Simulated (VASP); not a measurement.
# TiIn2Te3 (P6/mmm) in VASP: single point with PBE

Aim: the single point of TiIn2Te3 with PBE.

Everything below comes from runs of VASP 6.6.1. Logs are shortened: lines on timing, memory, paths and dates and some standing lists are left out, and cuts for length are marked.

### Step 1. The cell of the first run

It takes space group P6/mmm (No. 191, hexagonal). Conventional cell: a = 6.319 Å, b = 6.319 Å, c = 6.105 Å, α = 90.00°, β = 90.00°, γ = 120.00°. Ti (site symmetry 6/mmm) has 6 Te at 3.16 Å within 4.2 Å. Within 4.8 Å of In (site symmetry -6m2) lie 6 Te at 3.56 Å and 3 In at 3.65 Å and 6 Ti at 4.76 Å. Te (site symmetry mmm) has 4 Te at 3.16 Å and 2 Ti at 3.16 Å and 4 In at 3.56 Å within 4.2 Å.

The cell was generated, and may not be a known phase.

### Step 2. Single point, PBE, collinear spin

Contents of INCAR:

```
ALGO     = Normal         # electronic algorithm
EDIFF    = 1E-7           # SCF threshold, eV
ENCUT    = 520            # plane-wave cutoff, eV
GGA      = PE             # functional
ISIF     = 2              # what is computed and relaxed
ISMEAR   = 0              # smearing method
ISPIN    = 2              # spin polarisation
LASPH    = T              # aspherical terms in the spheres
LCHARG   = F              # write CHGCAR
LMAXMIX  = 4              # l up to which the mixer works
LORBIT   = 11             # projections on sites
LREAL    = F              # projectors in reciprocal space
LWAVE    = F              # write WAVECAR
MAGMOM   = 1.99 0 0 0 0 0 # initial moments
NBANDS   = 41             # bands
NELM     = 150            # most SCF steps
PREC     = Accurate       # precision mode
SIGMA    = 0.1            # smearing width, eV
```

Contents of KPOINTS:

```
k-points
0
Gamma
  6 6 6
```

Contents of POSCAR:

```
TiIn2Te3
1.0
    6.3187085414      0.0000000000      0.0000000000
   -3.1593542707      5.4721621160      0.0000000000
    0.0000000000      0.0000000000      6.1047667220
Ti In Te
1 2 3
Direct
    0.0000000000      0.0000000000      0.5000000000
    0.6666666667      0.3333333333      0.0000000000
    0.3333333333      0.6666666667      0.0000000000
    0.5000000000      0.5000000000      0.5000000000
    0.5000000000      0.0000000000      0.5000000000
    0.0000000000      0.5000000000      0.5000000000
```

Potentials or basis: VASP PAW PBE potentials, release 64 (Ti_sv, In_d, Te).

Command:

```bash
> cat potpaw_PBE.64/Ti_sv/POTCAR potpaw_PBE.64/In_d/POTCAR potpaw_PBE.64/Te/POTCAR > POTCAR
> mpirun -np 1 vasp_std > vasp.out
```

OUTCAR:

```text
EDIFF = 1E-7
   ENCUT = 520
   GGA = PE
   ISIF = 2
   ISMEAR = 0
   ISPIN = 2
   LASPH = T
   LORBIT = 11
   LREAL = F
   NELM = 150
   PREC = Accurate

 ion  position               nearest neighbor table
   1  0.000  0.000  0.500-   5 3.16   5 3.16   6 3.16   6 3.16   4 3.16   4 3.16
   2  0.667  0.333  0.000-   6 3.56   6 3.56   5 3.56   5 3.56   4 3.56   4 3.56   3 3.65   3 3.65
                             3 3.65
   3  0.333  0.667  0.000-   6 3.56   6 3.56   5 3.56   5 3.56   4 3.56   4 3.56   2 3.65   2 3.65
                             2 3.65
   4  0.500  0.500  0.500-   6 3.16   6 3.16   1 3.16   5 3.16   5 3.16   1 3.16   3 3.56   2 3.56
                             3 3.56   2 3.56
   5  0.500  0.000  0.500-   1 3.16   1 3.16   6 3.16   4 3.16   4 3.16   6 3.16   3 3.56   2 3.56
                             3 3.56   2 3.56
   6  0.000  0.500  0.500-   4 3.16   4 3.16   5 3.16   1 3.16   1 3.16   5 3.16   3 3.56   2 3.56
                             3 3.56   2 3.56

  LATTYP: Found a hexagonal cell.
 ALAT       =     6.3187085414
 C/A-ratio  =     0.9661415275

  Lattice vectors:

 A1 = (   6.3187085414,   0.0000000000,   0.0000000000)
 A2 = (  -3.1593542707,   5.4721621160,   0.0000000000)
 A3 = (   0.0000000000,   0.0000000000,   6.1047667220)

Analysis of symmetry for initial positions (statically):
=====================================================================
 Subroutine PRICEL returns:
 Original cell was already a primitive cell.

 Routine SETGRP: Setting up the symmetry group for a
 hexagonal supercell.

 Subroutine GETGRP returns: Found 24 space group operations
 (whereof 24 operations were pure point group operations)
 out of a pool of 24 trial point group operations.

The static configuration has the point symmetry D_6h.

Analysis of symmetry for dynamics (positions and initial velocities):
=====================================================================
 Subroutine PRICEL returns:
 Original cell was already a primitive cell.

 Routine SETGRP: Setting up the symmetry group for a
 hexagonal supercell.

 Subroutine GETGRP returns: Found 24 space group operations
 (whereof 24 operations were pure point group operations)
 out of a pool of 24 trial point group operations.

The dynamic configuration has the point symmetry D_6h.

Analysis of structural, dynamic, and magnetic symmetry:
=====================================================================
 Subroutine PRICEL returns:
 Original cell was already a primitive cell.

 Routine SETGRP: Setting up the symmetry group for a
 hexagonal supercell.

 Subroutine GETGRP returns: Found 24 space group operations
 (whereof 24 operations were pure point group operations)
 out of a pool of 24 trial point group operations.

The overall configuration has the point symmetry D_6h.

 Subroutine INISYM returns: Found 24 space group operations
 (whereof 24 operations are pure point group operations),
 and found     1 'primitive' translations

----------------------------------------------------------------------------------------

                                     Primitive cell

  volume of cell :     211.0845

  direct lattice vectors                    reciprocal lattice vectors
     6.318708541  0.000000000  0.000000000     0.158260188  0.091371562  0.000000000
    -3.159354271  5.472162116  0.000000000     0.000000000  0.182743124  0.000000000
     0.000000000  0.000000000  6.104766722     0.000000000  0.000000000  0.163806423

  length of vectors
     6.318708541  6.318708541  6.104766722     0.182743124  0.182743124  0.163806423

  position of ions in fractional coordinates (direct lattice)
     0.000000000  0.000000000  0.500000000
     0.666666667  0.333333333  0.000000000
     0.333333333  0.666666667  0.000000000
     0.500000000  0.500000000  0.500000000
     0.500000000  0.000000000  0.500000000
     0.000000000  0.500000000  0.500000000

  ion indices of the primitive-cell ions
   primitive index   ion index
                 1           1
                 2           2
                 3           3
                 4           4
                 5           5
                 6           6
[... 51 lines left out ...]
  0.166667 -0.000000  0.500000      6.000000
  0.333333 -0.000000  0.500000      6.000000
 [... further k-points ...]
   k-points           NKPTS =     28   k-points in BZ     NKDIM =     28   number of bands    NBANDS=     41
   number of dos      NEDOS =    301   number of ions     NIONS =      6
   total plane-waves  NPLWV = 110592
   dimension x,y,z NGX =    48 NGY =   48 NGZ =   48
   dimension x,y,z NGXF=    96 NGYF=   96 NGZF=   96
   ions per type =               1   2   3
   NGX,Y,Z   is equivalent  to a cutoff of  12.63, 12.63, 13.07 a.u.
   NGXF,Y,Z  is equivalent  to a cutoff of  25.26, 25.26, 26.14 a.u.
 SYSTEM =  unknown system
   PREC   = accura    normal or accurate (medium, high low for compatibility)
   ISTART =      0    job   : 0-new  1-cont  2-samecut
   ICHARG =      2    charge: 1-file 2-atom 10-const
   ISPIN  =      2    spin polarized calculation?
   LNONCOLLINEAR =      F non collinear calculations
   LSORBIT =      F    spin-orbit coupling
   LASPH  =      T    aspherical Exc in radial PAW
   ENCUT  =  520.0 eV  38.22 Ry    6.18 a.u.  11.75 11.75 11.35*2*pi/ulx,y,z
   NELM   =    150;   NELMIN=  2; NELMDL= -5     # of ELM steps
   EDIFF  = 0.1E-06   stopping-criterion for ELM
   LREAL  =      F    real-space projection
   EDIFFG = 0.1E-05   stopping-criterion for IOM
   NSW    =      0    number of steps for IOM
   IBRION =     -1    ionic relax: 0-MD 1-quasi-New 2-CG
   NFREE  =      0    steps in history (QN), initial steepest desc. (CG)
   ISIF   =      2    stress and relaxation
   ISYM   =      2    0-nonsym 1-usesym 2-fastsym
   POTIM  = 0.5000    time-step for ionic-motion
   TEBEG  =    0.0;   TEEND  =   0.0 temperature during run
   PSTRESS=    0.0 pullay stress
   NELECT =      56.0000    total number of electrons
   NUPDOWN=      -1.0000    fix difference up-down
   EMIN   =  10.00;   EMAX   =-10.00  energy-range for DOS
   EFERMI =   0.00;   METHOD = LEGACY
   ISMEAR =     0;   SIGMA  =   0.10  broadening in eV -4-tet -1-fermi 0-gaus
   EFERMI_NEDOS =   21; number of points for ismear=-14 and -15
   IALGO  =     38    algorithm
   IMIX   =      4    mixing-type and parameters
     AMIX     =   0.40;   BMIX     =  1.00
     AMIX_MAG =   1.60;   BMIX_MAG =  1.00
  volume/ion in A,a.u.               =      35.18       237.41
  Fermi-wavevector in a.u.,A,eV,Ry     =   1.051926  1.987853 15.055518  1.106549
  Thomas-Fermi vector in A             =   2.186989
   LORBIT       =     11    0 simple, 1 ext, 2 COOP (PROOUT), +10 PAW based schemes
   GGA     = PE    functional components
   LHFCALC =     F    Hartree Fock is set to
   AEXX    =    0.0000 exact exchange contribution
   IVDW    =     0    specifies the selected vdW correction
   LEPSILON=     F    determine dielectric tensor
   LRPA    =     F    only Hartree local field effects (RPA)
 spin polarized calculation
 Gauss-broadening in eV      SIGMA  =   0.10
  energy-cutoff  :      520.00
  volume of cell :      211.08
 maximum number of plane-waves:      5734
 NGX is ok and might be reduce to    48
   NGX = 23   NGY = 23   NGZ = 23

 number of electron      56.0000002 magnetization       2.1999846

 Free energy of the ion-electron system (eV)
  ---------------------------------------------------
  ext. energy  EPLUGINS =         0.00000000
  ---------------------------------------------------
  free energy    TOTEN  =       -20.61634167 eV

  energy without entropy =      -20.56975082  energy(sigma->0) =      -20.59304625

 E-fermi :   5.3509     XC(G=0):  -8.6358

 val. band max:        5.3435085596   @ k =   0.3333   0.1667   0.1667
 cond. band min:       5.3529344589   @ k =   0.3333   0.1667   0.0000
 fundamental gap:      0.0094258993
 Fermi energy:         5.3509432077

 spin component 1

 k-point     1 :       0.0000    0.0000    0.0000
  band No.  band energies     occupation
      1     -52.6221      1.00000
      2     -28.9370      1.00000
      3     -28.9293      1.00000
      4     -28.9293      1.00000
      5      -9.5725      1.00000
      6      -9.5345      1.00000
[... 1021 lines left out ...]
     39       8.1244      0.00000
     40       8.5157      0.00000

 [... further k-points ...]

 spin component 2

 k-point     1 :       0.0000    0.0000    0.0000
  band No.  band energies     occupation
      1     -51.0283      1.00000
      2     -27.4816      1.00000
      3     -27.4816      1.00000
      4     -27.0345      1.00000
      5      -9.5702      1.00000
      6      -9.5352      1.00000
[... 1021 lines left out ...]
     39       8.2650      0.00000
     40       8.6694      0.00000

 [... further k-points ...]

 [bands above 40 left out]

------------------------ aborting loop because EDIFF is reached ----------------------------------------

  FORCE on cell =-STRESS in cart. coord.  units (eV):
  Direction    XX          YY          ZZ          XY          YZ          ZX
  --------------------------------------------------------------------------------------
  -------------------------------------------------------------------------------------
  Total       -0.0108395     -0.0108395     -0.0055053      0.0000000      0.0000000      0.0000000
  in kB       -0.0822739     -0.0822739     -0.0417868      0.0000000      0.0000000      0.0000000
  external PRESSURE =      -0.0687782 kB  Pullay stress =       0.0000000 kB

 VOLUME and BASIS-vectors are now :
 -----------------------------------------------------------------------------
  energy-cutoff  :      520.00
  volume of cell :      211.08
      direct lattice vectors                 reciprocal lattice vectors
     6.318708541  0.000000000  0.000000000     0.158260188  0.091371562  0.000000000
    -3.159354271  5.472162116  0.000000000     0.000000000  0.182743124  0.000000000
     0.000000000  0.000000000  6.104766722     0.000000000  0.000000000  0.163806423

 POSITION                                       TOTAL-FORCE (eV/Angst)
 -----------------------------------------------------------------------------------
      0.00000      0.00000      3.05238        -0.000000      0.000000      0.000000
      3.15935      1.82405      0.00000         0.000000      0.000000     -0.000000
     -0.00000      3.64811      0.00000        -0.000000     -0.000000      0.000000
      1.57968      2.73608      3.05238        -0.000000      0.000000      0.000000
      3.15935      0.00000      3.05238        -0.000000      0.000000      0.000000
     -1.57968      2.73608      3.05238        -0.000000      0.000000      0.000000
 -----------------------------------------------------------------------------------
    total drift:                               -0.000000      0.000000      0.000000

  FREE ENERGIE OF THE ION-ELECTRON SYSTEM (eV)
  ---------------------------------------------------
  free  energy   TOTEN  =       -20.6163416724 eV

  energy  without entropy=      -20.5697508190  energy(sigma->0) =      -20.59304625

 total charge

# of ion       s       p       d       tot
------------------------------------------
    1        2.116   5.983   1.998  10.097
    2        1.134   0.257   9.844  11.235
    3        1.134   0.257   9.844  11.235
    4        1.422   1.870   0.047   3.339
    5        1.422   1.870   0.047   3.339
    6        1.422   1.870   0.047   3.339
--------------------------------------------------
tot          8.651  12.106  21.827  42.583

 magnetization (x)

# of ion       s       p       d       tot
------------------------------------------
    1        0.054   0.008   1.578   1.641
    2        0.003  -0.001   0.001   0.002
    3        0.003  -0.001   0.001   0.002
    4        0.000  -0.042   0.005  -0.037
    5        0.000  -0.042   0.005  -0.037
    6        0.000  -0.042   0.005  -0.037
--------------------------------------------------
tot          0.060  -0.121   1.595   1.534
```

It took 9.3 min on 1 thread of AMD EPYC 9R45 (Zen 5), shared host; peak memory 0.62 GiB.

What came out:

- Free energy: -20.6163 eV
- Pressure: 0.0 GPa
- Net moment: 2.20 μB per cell
- Site moments: Ti +1.64; In +0.00; Te -0.04 μB
- Valence electrons inside the program's atomic spheres: Ti 10.10; In 11.23; Te 3.34

Caveat: spin-orbit coupling is left out, which moves the levels of the heavy elements.
